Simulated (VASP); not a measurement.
Write the native input for VASP 6.6.1 that does the following.

```
Task                   : single point
Functional             : PBEsol
Potentials or basis    : VASP PAW PBE potentials, release 64 (Ti_sv, N)
Cutoff                 : 600 eV
k mesh                 : 13 × 13 × 13
Occupations            : fermi-dirac, width 0.05 eV
Spin                   : no spin polarisation
Dipole correction      : no
Further INCAR settings : ALGO = Normal; EDIFF = 1e-06; NBANDS = 16
```

The structure of TiN lies in POSCAR:

```
TiN
1.0
    0.0000000000      2.1149029570      2.1149029570
    2.1149029570      0.0000000000      2.1149029570
    2.1149029570      2.1149029570      0.0000000000
Ti N
1 1
Direct
    0.0000000000      0.0000000000      0.0000000000
    0.5000000000      0.5000000000      0.5000000000
```

This cell differs from its parent crystal: volume scaled by 0.99.

One way to write it, as run:

INCAR

```
SYSTEM = TiN
ALGO = Normal
EDIFF = 1E-6
ENCUT = 600
GGA = PS
GGA_COMPAT = .False.
ISIF = 2
ISMEAR = -1
LASPH = .True.
LCHARG = .False.
LREAL = .False.
LWAVE = .False.
NBANDS = 16
NELM = 120
PREC = Accurate
SIGMA = 0.05
```

KPOINTS

```
k-points
0
Gamma
  13 13 13
  0 0 0
```

Potentials or basis: VASP PAW PBE potentials, release 64 (Ti_sv, N).

The run is started by

```bash
$ cat potpaw_PBE.64/Ti_sv/POTCAR potpaw_PBE.64/N/POTCAR > POTCAR
$ mpirun -np 1 vasp_std > vasp.out
```

Results of the run:

| Item | Value |
| --- | --- |
| Pressure | -5.0 GPa |

Caveat: the PAW data sets were made with another functional, which shifts forces and pressure a little.

Wall time 44 s on 1 thread of Intel Xeon 8259CL, with other jobs on the host, peak memory 0.16 GiB.
